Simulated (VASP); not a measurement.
# AlO2: relaxation of cell and atoms with PBEsol

Crystal: AlO2.

```
Al O
1.0
     1.48816   -5.40283    0.00000
     1.48816    5.40283    0.00000
     0.00000    0.00000    3.64661
Al O
2 4
Direct
  0.66813 0.33187 0.75000
  0.33187 0.66813 0.25000
  0.06107 0.93893 0.75000
  0.93893 0.06107 0.25000
  0.29418 0.70582 0.75000
  0.70582 0.29418 0.25000
```

```json
{
  "Program": "VASP 6.6.1",
  "Task": "relaxation of cell and atoms",
  "Functional": "PBEsol",
  "Potentials or basis": "VASP PAW PBE potentials, release 64 (Al, O)",
  "Cutoff": "600 eV",
  "k mesh": "9 × 9 × 7",
  "Occupations": "fermi-dirac, width 0.05 eV",
  "Spin": "no spin polarisation",
  "Target pressure": "20 GPa",
  "Dipole correction": "no",
  "Further INCAR settings": "ALGO = Normal; EDIFF = 1e-07; IBRION = 2; EDIFFG = -0.01; NSW = 60; ISIF = 3"
}
```

| Quantity | Value |
| --- | --- |
| Relaxed volume | 7.86 Å³/atom |
| Relaxed cell | a = 4.943 Å, b = 4.943 Å, c = 3.524 Å, α = 90.00°, β = 90.00°, γ = 146.78° |
| Space group after relaxing (to 0.05 Å) | Cmcm (No. 63) |
| Energy change on relaxing (the enthalpy is what falls) | -115.6 meV/atom |
| Ionic steps | 17 |
| Pressure after relaxing | 20.0 GPa |
| Largest force after relaxing | 0.007 eV/Å |
| Band gap on the k mesh | 1.14 eV, indirect (least direct gap 1.19 eV) |

Forces on the atoms (eV/Å):
```
Al   0.000  0.003  0.000
Al   0.000 -0.003  0.000
O    0.000  0.003  0.000
O    0.000 -0.003  0.000
O    0.000 -0.007  0.000
O    0.000  0.007  0.000
```

Stress tensor (GPa, compression positive):
```
19.98  0.00  0.00
 0.00 20.06  0.00
 0.00  0.00 20.11
```

Step by step:
```
step  energy change (eV)  largest force (eV/Å)  pressure (GPa)  volume (Å³)
   1              0.0000                0.6503           -6.15        58.64
   2              1.4331                3.5238           58.29        46.12
   3              0.2226                2.0279           21.18        51.57
   4             -0.0612                2.6080           22.24        49.87
   5             -0.1800                1.3776           32.29        44.93
   6             -0.4565                1.3889           26.63        46.80
   7             -0.4249                0.7922           28.48        46.04
   8             -0.6615                1.2483            5.56        48.82
   9             -0.6462                0.7748           18.41        47.12
  10             -0.6602                0.1885           21.32        46.93
  11             -0.6652                0.1400           20.85        46.96
  12             -0.7044                0.1444           19.47        47.27
  13             -0.6883                0.0607           20.08        47.13
  14             -0.6967                0.0103           19.88        47.20
  15             -0.6964                0.0088           19.89        47.19
  16             -0.6924                0.0079           20.11        47.16
  17             -0.6935                0.0073           20.05        47.17
```

Final structure:
```
CELL_PARAMETERS angstrom
1.41298 -4.73662 0.00000
1.41298 4.73662 0.00000
0.00000 0.00000 3.52399
ATOMIC_POSITIONS crystal
Al 0.66048 0.33952 0.75000
Al 0.33952 0.66048 0.25000
O 0.02552 0.97448 0.75000
O 0.97448 0.02552 0.25000
O 0.29770 0.70230 0.75000
O 0.70230 0.29770 0.25000
```

Levels at points of the mesh, in eV from the valence-band top:
```csv
k point,band 12,band 13,band 14,band 15,band 16,band 17,band 18,band 19
"(0.00, 0.00, 0.00)",-1.12,-0.67,-0.56,-0.09,3.08,6.53,9.69,10.31
```

Run time: 18 min on 1 thread of Intel(R) Xeon(R) 6975P-C (Granite Rapids), with other jobs on the host, peak memory 0.34 GiB.

Caveat: the cell is relaxed towards a set pressure, so the enthalpy falls and the energy may rise; the volume moved by over 15 % at a fixed basis, so the end points are rough; the PAW data sets were made with another functional, which shifts forces and pressure a little. A k mesh can miss the band edges.
